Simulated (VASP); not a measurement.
# Fe (P6_3/mmc) in VASP: notebook

Runs on Fe. Level: PBEsol. Tasks: single point.

Program: VASP 6.6.1. These are calculated values, not measurements. Logs are shortened: lines on timing, memory, paths and dates and some standing lists are left out, and cuts for length are marked.

**1. The cell of the first run**

The structure is hexagonal, space group P6_3/mmc (No. 194). Conventional cell: a = 2.384 Å, b = 2.384 Å, c = 3.764 Å, α = 90.00°, β = 90.00°, γ = 120.00°. Within 3.1 Å of Fe (site symmetry -6m2) lie 12 Fe at 2.33 to 2.38 Å.

**2. Single point, PBEsol (volume scaled by 0.94)**

INCAR reads:

```
SYSTEM = Fe
PREC = Accurate
ENCUT = 520
EDIFF = 1E-6
ISMEAR = -1
SIGMA = 0.08
LREAL = .False.
LASPH = .True.
NELM = 80
ALGO = Normal
ISIF = 2
LWAVE = .False.
LCHARG = .False.
GGA = PS
NBANDS = 15
```

KPOINTS reads:

```
regular mesh
0
Gamma
  17 17 10
  0 0 0
```

POSCAR reads:

```
Fe
1.0
    2.3844669570      0.0000000000      0.0000000000
   -1.1922334785      2.0650089592      0.0000000000
    0.0000000000      0.0000000000      3.7635056374
Fe
2
Direct
    0.3333333333      0.6666666667      0.2500000000
    0.6666666667      0.3333333333      0.7500000000
```

Potentials or basis: VASP PAW PBE potentials, release 64 (Fe).

Launch:

```bash
$ cat potpaw_PBE.64/Fe/POTCAR > POTCAR
$ mpirun -np 1 vasp_std > vasp.out
```

OUTCAR:

```text
SYSTEM = Fe
   PREC = Accurate
   ENCUT = 520
   EDIFF = 1E-6
   ISMEAR = -1
   LREAL = .False.
   LASPH = .True.
   NELM = 80
   ISIF = 2
   GGA = PS

 ion  position               nearest neighbor table
   1  0.333  0.667  0.250-   2 2.33   2 2.33   2 2.33   2 2.33   2 2.33   2 2.33
   2  0.667  0.333  0.750-   1 2.33   1 2.33   1 2.33   1 2.33   1 2.33   1 2.33

  LATTYP: Found a hexagonal cell.
 ALAT       =     2.3844669570
 C/A-ratio  =     1.5783425417

  Lattice vectors:

 A1 = (   2.3844669570,   0.0000000000,   0.0000000000)
 A2 = (  -1.1922334785,   2.0650089592,   0.0000000000)
 A3 = (   0.0000000000,   0.0000000000,   3.7635056374)

Analysis of symmetry for initial positions (statically):
=====================================================================
 Subroutine PRICEL returns:
 Original cell was already a primitive cell.

 Routine SETGRP: Setting up the symmetry group for a
 hexagonal supercell.

 Subroutine GETGRP returns: Found 24 space group operations
 (whereof 12 operations were pure point group operations)
 out of a pool of 24 trial point group operations.

The static configuration has the point symmetry D_3d.
 The point group associated with its full space group is D_6h.

Analysis of symmetry for dynamics (positions and initial velocities):
=====================================================================
 Subroutine PRICEL returns:
 Original cell was already a primitive cell.

 Routine SETGRP: Setting up the symmetry group for a
 hexagonal supercell.

 Subroutine GETGRP returns: Found 24 space group operations
 (whereof 12 operations were pure point group operations)
 out of a pool of 24 trial point group operations.

The dynamic configuration has the point symmetry D_3d.
 The point group associated with its full space group is D_6h.

 Subroutine INISYM returns: Found 24 space group operations
 (whereof 12 operations are pure point group operations),
 and found     1 'primitive' translations

----------------------------------------------------------------------------------------

                                     Primitive cell

  volume of cell :      18.5313

  direct lattice vectors                    reciprocal lattice vectors
     2.384466957  0.000000000  0.000000000     0.419380943  0.242129700  0.000000000
    -1.192233478  2.065008959  0.000000000     0.000000000  0.484259400  0.000000000
     0.000000000  0.000000000  3.763505637     0.000000000  0.000000000  0.265709712

  length of vectors
     2.384466957  2.384466957  3.763505637     0.484259400  0.484259400  0.265709712

  position of ions in fractional coordinates (direct lattice)
     0.333333333  0.666666667  0.250000000
     0.666666667  0.333333333  0.750000000

  ion indices of the primitive-cell ions
   primitive index   ion index
                 1           1
                 2           2

----------------------------------------------------------------------------------------

 KPOINTS: regular mesh

Automatic generation of k-mesh.
 Grid dimensions read from file:
 generate k-points for:   17   17   10

 Generating k-lattice:

  Cartesian coordinates                     Fractional coordinates (reciprocal lattice)
     0.024669467  0.014242924  0.000000000     0.058823529 -0.000000000  0.000000000
     0.000000000  0.028485847  0.000000000     0.000000000  0.058823529  0.000000000
     0.000000000  0.000000000  0.026570971     0.000000000  0.000000000  0.100000000

  Length of vectors
     0.028485847  0.028485847  0.026570971

  Shift w.r.t. Gamma in fractional coordinates (k-lattice)
     0.000000000  0.000000000  0.000000000

 Subroutine IBZKPT returns following result:
 ===========================================

 Found    198 irreducible k-points:

 Following reciprocal coordinates:
            Coordinates               Weight
  0.000000  0.000000  0.000000      1.000000
  0.058824  0.000000  0.000000      6.000000
  0.117647  0.000000  0.000000      6.000000
  0.176471  0.000000  0.000000      6.000000
  0.235294  0.000000  0.000000      6.000000
  0.294118  0.000000  0.000000      6.000000
[... 16 lines left out ...]
  0.411765  0.117647  0.000000     12.000000
  0.176471  0.176471  0.000000      6.000000
 [... further k-points ...]
   k-points           NKPTS =    198   k-points in BZ     NKDIM =    198   number of bands    NBANDS=     15
   number of dos      NEDOS =    301   number of ions     NIONS =      2
   total plane-waves  NPLWV =   9072
   dimension x,y,z NGX =    18 NGY =   18 NGZ =   28
   dimension x,y,z NGXF=    36 NGYF=   36 NGZF=   56
   ions per type =               2
   NGX,Y,Z   is equivalent  to a cutoff of  12.55, 12.55, 12.37 a.u.
   NGXF,Y,Z  is equivalent  to a cutoff of  25.10, 25.10, 24.74 a.u.
 SYSTEM =  Fe
   PREC   = accura    normal or accurate (medium, high low for compatibility)
   ISTART =      0    job   : 0-new  1-cont  2-samecut
   ICHARG =      2    charge: 1-file 2-atom 10-const
   ISPIN  =      1    spin polarized calculation?
   LNONCOLLINEAR =      F non collinear calculations
   LSORBIT =      F    spin-orbit coupling
   LASPH  =      T    aspherical Exc in radial PAW
   ENCUT  =  520.0 eV  38.22 Ry    6.18 a.u.   4.43  4.43  7.00*2*pi/ulx,y,z
   NELM   =     80;   NELMIN=  2; NELMDL= -5     # of ELM steps
   EDIFF  = 0.1E-05   stopping-criterion for ELM
   LREAL  =      F    real-space projection
   EDIFFG = 0.1E-04   stopping-criterion for IOM
   NSW    =      0    number of steps for IOM
   IBRION =     -1    ionic relax: 0-MD 1-quasi-New 2-CG
   NFREE  =      0    steps in history (QN), initial steepest desc. (CG)
   ISIF   =      2    stress and relaxation
   ISYM   =      2    0-nonsym 1-usesym 2-fastsym
   POTIM  = 0.5000    time-step for ionic-motion
   TEBEG  =    0.0;   TEEND  =   0.0 temperature during run
   PSTRESS=    0.0 pullay stress
   NELECT =      16.0000    total number of electrons
   NUPDOWN=      -1.0000    fix difference up-down
   EMIN   =  10.00;   EMAX   =-10.00  energy-range for DOS
   EFERMI =   0.00;   METHOD = LEGACY
   ISMEAR =    -1;   SIGMA  =   0.08  broadening in eV -4-tet -1-fermi 0-gaus
   EFERMI_NEDOS =   21; number of points for ismear=-14 and -15
   IALGO  =     38    algorithm
   IMIX   =      4    mixing-type and parameters
     AMIX     =   0.40;   BMIX     =  1.00
     AMIX_MAG =   1.60;   BMIX_MAG =  1.00
  volume/ion in A,a.u.               =       9.27        62.53
  Fermi-wavevector in a.u.,A,eV,Ry     =   1.558881  2.945857 33.063641  2.430109
  Thomas-Fermi vector in A             =   2.662321
   LORBIT       =      0    0 simple, 1 ext, 2 COOP (PROOUT), +10 PAW based schemes
   GGA     = PS    functional components
   LHFCALC =     F    Hartree Fock is set to
   AEXX    =    0.0000 exact exchange contribution
   IVDW    =     0    specifies the selected vdW correction
   LEPSILON=     F    determine dielectric tensor
   LRPA    =     F    only Hartree local field effects (RPA)
 non-spin polarized calculation
  energy-cutoff  :      520.00
  volume of cell :       18.53
 maximum number of plane-waves:       523
 NGX is ok and might be reduce to    18
   NGX =  9   NGY =  9   NGZ = 13

 number of electron      16.0000000 magnetization

 Free energy of the ion-electron system (eV)
  ---------------------------------------------------
  ext. energy  EPLUGINS =         0.00000000
  ---------------------------------------------------
  free energy    TOTEN  =       -17.82902170 eV

  energy without entropy =      -17.78021962  energy(sigma->0) =      -17.80462066

 E-fermi :   7.8828     XC(G=0): -14.5179

 val. band max:        7.8819697771   @ k =   0.2941   0.0000   0.0000
 cond. band min:       7.8905766729   @ k =   0.1765   0.1176   0.2000
 fundamental gap:      0.0086068958
 Fermi energy:         7.8827755422

 k-point     1 :       0.0000    0.0000    0.0000
  band No.  band energies     occupation
      1      -1.6408      2.00000
      2       2.3107      2.00000
      3       5.9637      2.00000
      4       5.9637      2.00000
      5       6.1301      2.00000
      6       6.5109      2.00000
      7       6.5109      2.00000
      8       6.8994      1.99999
      9       6.8994      1.99999
     10       8.4564      0.00154
     11       8.7015      0.00007
     12       8.7015      0.00007
     13      17.6697      0.00000
     14      30.5075      0.00000
     15      34.5033      0.00000

 k-point     2 :       0.0588    0.0000    0.0000
  band No.  band energies     occupation
      1      -1.5014      2.00000
      2       2.4037      2.00000
      3       5.7543      2.00000
      4       6.0470      2.00000
      5       6.3055      2.00000
      6       6.4687      2.00000
      7       6.5838      2.00000
      8       6.7949      2.00000
      9       6.8405      2.00000
     10       7.5403      1.97272
     11       8.7308      0.00005
     12       9.7940      0.00000
     13      17.6723      0.00000
     14      30.0944      0.00000
     15      33.1790      0.00000

 k-point     3 :       0.1176    0.0000    0.0000
  band No.  band energies     occupation
      1      -1.0926      2.00000
      2       2.6597      2.00000
      3       5.4346      2.00000
      4       6.2313      2.00000
      5       6.2905      2.00000
      6       6.3258      2.00000
      7       6.5824      2.00000
      8       6.6830      2.00000
      9       6.7960      2.00000
     10       7.0112      1.99996
     11       8.8039      0.00002
     12      11.1067      0.00000
     13      17.6841      0.00000
     14      28.5031      0.00000
     15      31.8816      0.00000

 k-point     4 :       0.1765    0.0000    0.0000
  band No.  band energies     occupation
      1      -0.4451      2.00000
      2       2.9997      2.00000
      3       5.1013      2.00000
      4       5.4153      2.00000
      5       6.1751      2.00000
      6       6.4671      2.00000
      7       6.6738      2.00000
      8       6.8067      2.00000
      9       6.9022      1.99999
     10       7.1273      1.99984
     11       8.8927      0.00001
     12      12.5079      0.00000
     13      17.7134      0.00000
     14      26.0912      0.00000
     15      30.3495      0.00000
[... 307 lines left out ...]
 k-point    22 :       0.3529    0.1176    0.0000
  band No.  band energies     occupation
      1       2.8447      2.00000
      2       3.1950      2.00000
      3       3.3125      2.00000
      4       4.9168      2.00000
      5       5.5575      2.00000
      6       6.1774      2.00000
      7       6.5698      2.00000
      8       8.4144      0.00260
      9       8.7851      0.00003
     10       9.0335      0.00000
     11      10.2057      0.00000
     12      15.5228      0.00000
     13      19.0711      0.00000
     14      20.4261      0.00000
     15      22.4964      0.00000

 k-point    23 :       0.4118    0.1176    0.0000
  band No.  band energies     occupation
      1       2.9468      2.00000
      2       3.1654      2.00000
      3       3.1722      2.00000
      4       5.1787      2.00000
      5       5.5369      2.00000
      6       6.0729      2.00000
      7       6.6952      2.00000
      8       8.7607      0.00003
      9       8.8967      0.00001
     10       9.0425      0.00000
     11      11.1763      0.00000
     12      13.9476      0.00000
     13      20.3681      0.00000
     14      21.0468      0.00000
     15      21.9765      0.00000

 k-point    24 :       0.1765    0.1765    0.0000
  band No.  band energies     occupation
      1       1.5590      2.00000
      2       3.7158      2.00000
      3       4.0724      2.00000
      4       4.2555      2.00000
      5       5.6954      2.00000
      6       6.1539      2.00000
      7       6.6067      2.00000
      8       7.3413      1.99770
      9       8.0019      0.36826
     10       8.6148      0.00021
     11       8.9536      0.00000
     12      15.8891      0.00000
     13      18.0004      0.00000
     14      22.2549      0.00000
     15      23.1825      0.00000

 [... further k-points ...]
[... 5 lines left out ...]
  --------------------------------------------------------------------------------------
  -------------------------------------------------------------------------------------
  Total        2.3464235      2.3464235      2.5496259      0.0000000     -0.0000000      0.0000000
  in kB      202.8668834    202.8668834    220.4353416      0.0000000     -0.0000000      0.0000000
  external PRESSURE =     208.7230361 kB  Pullay stress =       0.0000000 kB

 VOLUME and BASIS-vectors are now :
 -----------------------------------------------------------------------------
  energy-cutoff  :      520.00
  volume of cell :       18.53
      direct lattice vectors                 reciprocal lattice vectors
     2.384466957  0.000000000  0.000000000     0.419380943  0.242129700  0.000000000
    -1.192233478  2.065008959  0.000000000     0.000000000  0.484259400  0.000000000
     0.000000000  0.000000000  3.763505637     0.000000000  0.000000000  0.265709712

 POSITION                                       TOTAL-FORCE (eV/Angst)
 -----------------------------------------------------------------------------------
     -0.00000      1.37667      0.94088         0.000000     -0.000000      0.000000
      1.19223      0.68834      2.82263        -0.000000      0.000000      0.000000
 -----------------------------------------------------------------------------------
    total drift:                                0.000000     -0.000000     -0.000000

  FREE ENERGIE OF THE ION-ELECTRON SYSTEM (eV)
  ---------------------------------------------------
  free  energy   TOTEN  =       -17.8290216982 eV

  energy  without entropy=      -17.7802196167  energy(sigma->0) =      -17.80462066
```

Run time: 25 s. Hardware: 1 thread of AMD EPYC 9R14 (Zen 4), shared host; peak memory 0.13 GiB.

What came out:

* Free energy: -17.8290 eV
* Pressure: 20.9 GPa
* Band gap on the k mesh: zero (band 8 reaches 8.84 eV, above the bottom of band 9 at 6.74 eV)

Levels at points of the mesh, in eV from the Fermi level:
| k point | band 5 | band 6 | band 7 | band 8 | band 9 | band 10 | band 11 | band 12 |
| --- | --- | --- | --- | --- | --- | --- | --- | --- |
| (0.00, 0.00, 0.00) | -1.75 | -1.37 | -1.37 | -0.98 | -0.98 | 0.57 | 0.82 | 0.82 |
| (0.00, 0.00, 0.50) | -2.05 | -2.05 | -2.05 | -2.05 | 0.37 | 0.37 | 0.37 | 0.37 |

Caveat: the PAW data sets were made with another functional, which shifts forces and pressure a little; the run has no spin polarisation, though such a crystal can be magnetic.

[end of part 1 of 2]
